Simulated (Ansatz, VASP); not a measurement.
## One calculation of ZnS, two programs

The input INCAR:

```
SYSTEM = ZnS
PREC = Accurate
ENCUT = 520
EDIFF = 1E-8
ISMEAR = -1
SIGMA = 0.03
LREAL = .False.
LASPH = .True.
NELM = 80
ALGO = Normal
ISIF = 2
LWAVE = .False.
LCHARG = .False.
GGA = PS
LEFG = .True.
NBANDS = 26
```

Contents of KPOINTS:

```
Automatic mesh
0
Gamma
  8 8 5
  0 0 0
```

File POSCAR:

```
ZnS
1.0
    3.8109987816      0.0000000000      0.0000000000
   -1.9054993908      3.3004217586      0.0000000000
    0.0000000000      0.0000000000      6.2340000000
Zn S
2 2
Direct
    0.3333333333      0.6666666667      0.0000000000
    0.6666666667      0.3333333333      0.5000000000
    0.3333333333      0.6666666667      0.3850000000
    0.6666666667      0.3333333333      0.8850000000
```

Input for Ansatz:

```yaml
crystal:
  lattice:
    - [3.8109987816, 0.0, 0.0]
    - [-1.9054993908, 3.3004217586, 0.0]
    - [0.0, 0.0, 6.234]
  atoms:
    - { symbol: Zn, position: [0.3333333333, 0.6666666667, 0.0] }
    - { symbol: Zn, position: [0.6666666667, 0.3333333333, 0.5] }
    - { symbol: S, position: [0.3333333333, 0.6666666667, 0.385] }
    - { symbol: S, position: [0.6666666667, 0.3333333333, 0.885] }
kpoints:
  mp_grid: { grid: [8, 8, 5] }
  band_path:
    path:
      - [0.0, 0.0, 0.0]
      - [0.5, 0.0, 0.0]
      - [0.3333333333, 0.3333333333, 0.0]
      - [0.0, 0.0, 0.0]
      - [0.0, 0.0, 0.5]
      - [0.5, 0.0, 0.5]
      - [0.3333333333, 0.3333333333, 0.5]
      - [0.0, 0.0, 0.5]
      - [0.5, 0.0, 0.5]
    npoints: 14
scf:
  occupations: { method: fermi_dirac, width: 0.03 }
hamiltonian:
  xc: pbesol
  pseudopotentials: { kind: paw }
output:
  forces: true
  stress: true
  eigenvalues: true
  efg: { contact_densities: true }
  populations: true
  bader: true
  dos: { projected: true, de: 0.2, e_range: [-14, 8] }
  write_density: true
  write_potential: true
  elf: true
  volumetric_format: npy
```

Alike in both runs: task electric field gradients; functional PBEsol; k mesh 8 × 8 × 5; occupations fermi-dirac, width 0.03 eV; no spin polarisation.

```csv
,VASP,Ansatz
version,VASP 6.6.1,Ansatz 0.2.0
potentials or method,"VASP PAW PBE potentials, release 64 (Zn, S)","PAW with Ansatz's default frozen-core files, scalar-relativistic"
plane-wave cutoff (eV),520,420
valence electrons in the cell,36,36
```

```tsv
	VASP	Ansatz	Ansatz less VASP
gap on the k mesh at the Fermi level (eV)	2.12	2.11	-0.006
pressure (GPa)	-1.1	-1.3	-0.19
traceless stress, the component that is largest in VASP (GPa)	-1.23	-1.22	+0.015
rms of the force components (eV/Å)	0.178	0.177	-0.0013
size of Vzz on the site where it differs most (V/Å²)	19.2	17.9	-1.30
```

VASP's potentials were made for PBE, not for PBEsol. Atom by atom the forces differ by 0.001 eV/Å (rms over components).
